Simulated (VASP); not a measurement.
A run of VASP 6.6.1:

The input POSCAR:

```
CdO2
1.0
    3.4762300000      0.0000000000      0.0000000000
   -1.7381150000      3.0105034894      0.0000000000
    0.0000000000      0.0000000000      4.1480760000
Cd O
1 2
Direct
    0.0000000000      0.0000000000      0.0000000000
    0.6666666667      0.3333333333      0.7557800000
    0.3333333333      0.6666666667      0.2442200000
```

INCAR.step1

```
SYSTEM = CdO2
PREC     = Accurate       ! precision mode
ENCUT    = 520            ! plane-wave cutoff, eV
ISMEAR   = -1             ! smearing method
SIGMA    = 0.1            ! smearing width, eV
LREAL    = .FALSE.        ! projectors in reciprocal space
LASPH    = .TRUE.         ! aspherical terms in the spheres
NELM     = 60             ! most SCF steps
NBANDS   = 19             ! bands
GGA      = PE             ! functional
ALGO     = Normal         ! electronic algorithm
EDIFF    = 1E-4           ! SCF threshold, eV
LWAVE    = .TRUE.         ! write WAVECAR
LCHARG   = .FALSE.        ! write CHGCAR
```

Contents of INCAR.step2:

```
SYSTEM = CdO2
PREC     = Accurate       ! precision mode
ENCUT    = 520            ! plane-wave cutoff, eV
EDIFF    = 1E-6           ! SCF threshold, eV
ISMEAR   = -1             ! smearing method
SIGMA    = 0.1            ! smearing width, eV
LREAL    = .FALSE.        ! projectors in reciprocal space
LASPH    = .TRUE.         ! aspherical terms in the spheres
NELM     = 60             ! most SCF steps
ALGO     = Normal         ! electronic algorithm
ISIF     = 2              ! what is computed and relaxed
LWAVE    = .FALSE.        ! write WAVECAR
LCHARG   = .TRUE.         ! write CHGCAR
METAGGA  = R2SCAN         ! meta-GGA
LMIXTAU  = .TRUE.       
LELF     = .TRUE.         ! ELF
LVHAR    = .TRUE.       
NBANDS   = 19             ! bands
ISTART   = 1
```

KPOINTS

```
regular mesh
0
G
  7 7 5
  0 0 0
```

Potentials or basis: VASP PAW PBE potentials, release 64 (Cd, O).

Command:

```bash
$ cat potpaw_PBE.64/Cd/POTCAR potpaw_PBE.64/O/POTCAR > POTCAR
$ cp INCAR.step1 INCAR
$ mpirun -np 1 vasp_std > vasp.out
$ cp INCAR.step2 INCAR
$ mpirun -np 1 vasp_std > vasp.out
```

Hardware: 1 thread of Intel Xeon 8259CL, with other jobs on the host.

Question: How long does it take, and how much memory?

Answer: Wall time 2.5 min on 1 thread of Intel Xeon 8259CL, with other jobs on the host, peak memory 0.19 GiB. Counts: k points 32.
